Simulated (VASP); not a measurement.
Input of a VASP 6.6.1 run:

The input INCAR:

```
SYSTEM = In
  AGGAC = 1.0
  AGGAX = 1.0
  ALDAC = 0.0
  ALDAX = 1.0
  ALGO = Normal
  EDIFF = 1E-6
  ENCUT = 520
  GGA = B5
  ISIF = 2
  ISMEAR = -1
  LASPH = .TRUE.
  LCHARG = .TRUE.
  LELF = .TRUE.
  LREAL = .FALSE.
  LVHAR = .TRUE.
  LWAVE = .FALSE.
  NBANDS = 12
  NELM = 60
  PREC = Accurate
  SIGMA = 0.1
```

Contents of KPOINTS:

```
k-points
0
G
  16 16 16
  0 0 0
```

POSCAR

```
In
1.0
    3.2136763473      0.0000000000      0.0000000000
    0.0000000000      3.2136763473      0.0000000000
    0.0000000000      0.0000000000      3.2136763473
In
1
Direct
    0.0000000000      0.0000000000      0.0000000000
```

Potentials or basis: VASP PAW PBE potentials, release 64 (In_d).

Command:

```sh
$ cat potpaw_PBE.64/In_d/POTCAR > POTCAR
$ mpirun -np 1 vasp_std > vasp.out
```

Problem. Predict the pressure.

Solution. 0.0 GPa.

Problem. Predict the band gap on the k mesh.

Solution. Zero (an odd number of electrons rules out a gap without spin polarisation).

Caveat: the PAW data sets were made with another functional, which shifts forces and pressure a little; spin-orbit coupling is left out, which moves the levels of the heavy elements.
